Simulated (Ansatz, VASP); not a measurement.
# AlRu in VASP and in Ansatz

Contents of INCAR:

```
SYSTEM = AlRu
ALGO = Fast
EDIFF = 1E-7
ENCUT = 520
GGA = PS
ISIF = 2
ISMEAR = 0
LASPH = .TRUE.
LCHARG = .FALSE.
LREAL = .FALSE.
LWAVE = .FALSE.
NBANDS = 16
NELM = 60
PREC = Accurate
SIGMA = 0.15
```

Contents of KPOINTS:

```
k-points
0
G
  16 16 16
  0 0 0
```

File POSCAR:

```
AlRu
1.0
    2.9916000000      0.0000000000      0.0000000000
    0.0000000000      2.9916000000      0.0000000000
    0.0000000000      0.0000000000      2.9467260000
Al Ru
1 1
Direct
    0.0000000000      0.0000000000      0.0000000000
    0.5000000000      0.5000000000      0.5000000000
```

Input for Ansatz:

```yaml
crystal:
  lattice:
    - [2.9916, 0.0, 0.0]
    - [0.0, 2.9916, 0.0]
    - [0.0, 0.0, 2.946726]
  atoms:
    - { symbol: Al, position: [0.0, 0.0, 0.0] }
    - { symbol: Ru, position: [0.5, 0.5, 0.5] }
basis:
  ecutwfc: 420
kpoints:
  mp_grid: { grid: [16, 16, 16] }
hamiltonian:
  xc: pbesol
scf:
  occupations: { method: gaussian, width: 0.15 }
output:
  forces: true
  stress: true
  eigenvalues: true
```

Change from the starting cell: strain -0.0150 x Voigt [0, 0, 1, 0, 0, 0], atoms carried along.

Alike in both runs: task single point; functional PBEsol; k mesh 16 × 16 × 16; occupations gaussian, width 0.15 eV; no spin polarisation.

|  | VASP | Ansatz |
| --- | --- | --- |
| version | VASP 6.6.1 | Ansatz 0.2.0 |
| potentials or method | VASP PAW PBE potentials, release 64 (Al, Ru_pv), cutoff 520 eV | scalar-relativistic, plane waves, PAW |
| valence electrons in the cell | 17 | 19 |

Ansatz gave:

- gap on the k mesh at the Fermi level (eV): none
- pressure (GPa): 0.0
- traceless stress, the component that is largest in VASP (GPa): 1.80

Problem. Which values does VASP return?

Solution. gap on the k mesh at the Fermi level (eV): none; pressure (GPa): 0.1; traceless stress, the component that is largest in VASP (GPa): 1.81.

VASP's potentials were made for PBE, not for PBEsol. A gap of «none» marks a metal or a gap that the smearing closes. The functional is the same, so the differences come from potentials, cutoffs and numerics. VASP's potentials hold 17 valence electrons a cell and Ansatz's 19, so a difference there can come from the potentials and not from the codes.
